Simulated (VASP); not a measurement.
# Sb in VASP: notebook, part 2 of 2

VASP 6.6.1. Earlier steps stand in the parts before.

### 3 Electric field gradients, PBEsol (equal xy, yz and zx shear strains of -1 %)

Input file INCAR:

```
SYSTEM = Sb
ALGO = Normal
EDIFF = 1E-8
ENCUT = 520
GGA = PS
ISIF = 2
ISMEAR = -1
LASPH = .TRUE.
LCHARG = .FALSE.
LEFG = .TRUE.
LREAL = .FALSE.
LWAVE = .FALSE.
NBANDS = 8
NELM = 100
PREC = Accurate
SIGMA = 0.05
```

Input file KPOINTS:

```
k-points
0
G
  12 12 12
  0 0 0
```

Input file POSCAR:

```
Sb
1.0
   -0.0230500000      2.2934750000      2.2934750000
    2.2934750000     -0.0230500000      2.2934750000
    2.2934750000      2.2934750000     -0.0230500000
Sb
1
Direct
    0.0000000000      0.0000000000      0.0000000000
```

Potentials or basis: VASP PAW PBE potentials, release 64 (Sb).

On the command line:

```bash
$ cat potpaw_PBE.64/Sb/POTCAR > POTCAR
$ mpirun -np 1 vasp_std > vasp.out
```

OUTCAR:

```text
SYSTEM = Sb
   EDIFF = 1E-8
   ENCUT = 520
   GGA = PS
   ISIF = 2
   ISMEAR = -1
   LASPH = .TRUE.
   LREAL = .FALSE.
   NELM = 100
   PREC = Accurate

 ion  position               nearest neighbor table
   1  0.000  0.000  0.000-

  LATTYP: Found a trigonal (rhomboedric) cell.
 ALAT       =     3.2435453525
 COS(alpha) =     0.4899250057

  Lattice vectors:

 A1 = (  -0.0230500000,   2.2934750000,   2.2934750000)
 A2 = (   2.2934750000,  -0.0230500000,   2.2934750000)
 A3 = (   2.2934750000,   2.2934750000,  -0.0230500000)

Analysis of symmetry for initial positions (statically):
=====================================================================
 Subroutine PRICEL returns:
 Original cell was already a primitive cell.

 Routine SETGRP: Setting up the symmetry group for a
 trigonal (rhombohedral) supercell.

 Subroutine GETGRP returns: Found 12 space group operations
 (whereof 12 operations were pure point group operations)
 out of a pool of 12 trial point group operations.

The static configuration has the point symmetry D_3d.

Analysis of symmetry for dynamics (positions and initial velocities):
=====================================================================
 Subroutine PRICEL returns:
 Original cell was already a primitive cell.

 Routine SETGRP: Setting up the symmetry group for a
 trigonal (rhombohedral) supercell.

 Subroutine GETGRP returns: Found 12 space group operations
 (whereof 12 operations were pure point group operations)
 out of a pool of 12 trial point group operations.

The dynamic configuration has the point symmetry D_3d.

 Subroutine INISYM returns: Found 12 space group operations
[... 145 lines left out ...]
 cond. band min:       9.7298115291   @ k =  -0.3333   0.5000   0.3333
 fundamental gap:      0.0123739185
 Fermi energy:         9.7243194834

 k-point     1 :       0.0000    0.0000    0.0000
  band No.  band energies     occupation
      1      -4.0570      2.00000
      2      15.5917      0.00000
      3      15.5917      0.00000
      4      15.9223      0.00000
      5      19.8648      0.00000
      6      19.8648      0.00000
      7      19.9177      0.00000
      8      20.1971      0.00000
[... 243 lines left out ...]
 k-point    24 :      -0.4167    0.1667    0.0000
  band No.  band energies     occupation
      1       0.5601      2.00000
      2       3.8946      2.00000
      3      10.2583      0.00005
      4      12.9222      0.00000
      5      16.6225      0.00000
      6      20.7648      0.00000
      7      21.1899      0.00000
      8      24.0901      0.00000

 [... further k-points ...]
[... 5 lines left out ...]
  --------------------------------------------------------------------------------------
  -------------------------------------------------------------------------------------
  Total        0.8088997      0.8088997      0.8088997      0.0295229      0.0295229      0.0295229
  in kB       52.9169906     52.9169906     52.9169906      1.9313449      1.9313449      1.9313449
  external PRESSURE =      52.9169906 kB  Pullay stress =       0.0000000 kB

 VOLUME and BASIS-vectors are now :
 -----------------------------------------------------------------------------
  energy-cutoff  :      520.00
  volume of cell :       24.49
      direct lattice vectors                 reciprocal lattice vectors
    -0.023050000  2.293475000  2.293475000    -0.214750433  0.216930641  0.216930641
     2.293475000 -0.023050000  2.293475000     0.216930641 -0.214750433  0.216930641
     2.293475000  2.293475000 -0.023050000     0.216930641  0.216930641 -0.214750433

 POSITION                                       TOTAL-FORCE (eV/Angst)
 -----------------------------------------------------------------------------------
      0.00000      0.00000      0.00000        -0.000000      0.000000     -0.000000
 -----------------------------------------------------------------------------------
    total drift:                                0.000000      0.000000      0.000000

  FREE ENERGIE OF THE ION-ELECTRON SYSTEM (eV)
  ---------------------------------------------------
  free  energy   TOTEN  =        -4.2698502220 eV

  energy  without entropy=       -4.2634334720  energy(sigma->0) =       -4.26664185

 Electric field gradients (V/A^2)
---------------------------------------------------------------------
 ion       V_xx      V_yy      V_zz      V_xy      V_xz      V_yz
---------------------------------------------------------------------
   1       0.000    -0.000    -0.000    -0.024    -0.024    -0.024
---------------------------------------------------------------------

 Electric field gradients after diagonalization (V/A^2)
 (convention: |V_zz| > |V_xx| > |V_yy|)
----------------------------------------------------------------------
 ion       V_xx      V_yy      V_zz     asymmetry (V_yy - V_xx)/ V_zz
----------------------------------------------------------------------
   1       0.024     0.024    -0.049       0.000
----------------------------------------------------------------------

           NMR quadrupolar parameters

 Cq : quadrupolar parameter    Cq=e*Q*V_zz/h
 eta: asymmetry parameters     (V_yy - V_xx)/ V_zz
 Q  : nuclear electric quadrupole moment in mb (millibarn)
----------------------------------------------------------------------
 ion       Cq(MHz)       eta       Q (mb)
----------------------------------------------------------------------
   1      -0.000       0.000       1.000
----------------------------------------------------------------------
```

OSZICAR:

```text
N       E                     dE             d eps       ncg     rms          rms(c)
DAV:   1     0.435072940112E+01    0.43507E+01   -0.17140E+03  3056   0.415E+02
DAV:   2    -0.419011741314E+01   -0.85408E+01   -0.82651E+01  4304   0.526E+01
DAV:   3    -0.427704361545E+01   -0.86926E-01   -0.86705E-01  3640   0.596E+00
DAV:   4    -0.427724713999E+01   -0.20352E-03   -0.20352E-03  4712   0.348E-01
DAV:   5    -0.427724744437E+01   -0.30437E-06   -0.30369E-06  3792   0.926E-03    0.196E+00
DAV:   6    -0.427257794321E+01    0.46695E-02   -0.14366E-03  3872   0.181E-01    0.113E+00
DAV:   7    -0.426985873726E+01    0.27192E-02   -0.30325E-03  3424   0.261E-01    0.329E-02
DAV:   8    -0.426985075942E+01    0.79778E-05   -0.29755E-05  4304   0.444E-02    0.703E-03
DAV:   9    -0.426985056081E+01    0.19861E-06   -0.39959E-07  4248   0.458E-03    0.116E-03
DAV:  10    -0.426985034123E+01    0.21959E-06   -0.57368E-08  3968   0.127E-03    0.149E-03
DAV:  11    -0.426985022883E+01    0.11239E-06   -0.82461E-10  3728   0.233E-04    0.261E-04
DAV:  12    -0.426985022204E+01    0.67889E-08   -0.75706E-11  2280   0.504E-05
   1 F= -.42698502E+01 E0= -.42666418E+01  d E =-.641675E-02
```

It used 21 s of CPU time on 1 thread of AMD EPYC 7R13 Processor (Zen 3), on a shared host.

What came out:

* Free energy: -4.2699 eV
* Pressure: 5.3 GPa

Stress tensor (GPa, compression positive):
```
5.29 0.19 0.19
0.19 5.29 0.19
0.19 0.19 5.29
```

Levels at points of the mesh, in eV from the Fermi level:
```csv
k point,band 1,band 2,band 3,band 4,band 5
"(0.00, 0.00, 0.00)",-13.78,5.87,5.87,6.20,10.14
"(0.50, 0.00, 0.00)",-9.53,-6.53,4.06,4.15,8.83
"(0.50, 0.50, 0.00)",-7.56,-5.52,0.20,0.46,4.14
"(0.50, 0.50, 0.50)",-9.31,-6.49,3.86,3.86,8.57
```

Caveat: the cell differs from its parent crystal (equal xy, yz and zx shear strains of -1 %); without QUAD_EFG the Cq values of the log hold for a quadrupole moment of 1 mb, not for the nuclei; the PAW data sets were made with another functional, which shifts forces and pressure a little; spin-orbit coupling is left out, which moves the levels of the heavy elements.
